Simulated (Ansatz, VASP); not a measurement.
Two plane-wave programs on Be

```
Be
1.0
     2.29000    0.00000    0.00000
    -1.14500    1.98320    0.00000
     0.00000    0.00000    3.58843
Be
2
Direct
  0.00000 0.00000 0.00000
  0.33333 0.66667 0.50000
```

Alike in both runs: task relaxation of cell and atoms; functional PBE; k mesh 27 × 27 × 15; no spin polarisation.

```csv
,VASP,Ansatz
version,VASP 6.6.1,Ansatz 0.2.0
potentials or method,"VASP PAW PBE potentials, release 64 (Be)","plane-wave PAW, scalar-relativistic"
plane-wave cutoff (eV),600,420
occupations,"methfessel-paxton of order 1, width 0.1 eV","cold, width 0.1 eV"
valence electrons in the cell,4,4
```

VASP gave:

* relaxed volume (Å³/atom): 7.92
* relaxed cell length with the largest relative difference (Å): 3.561

**Question.** What did Ansatz give for the same quantities?

**Answer.** Relaxed volume (Å³/atom): 7.91; relaxed cell length with the largest relative difference (Å): 3.560.
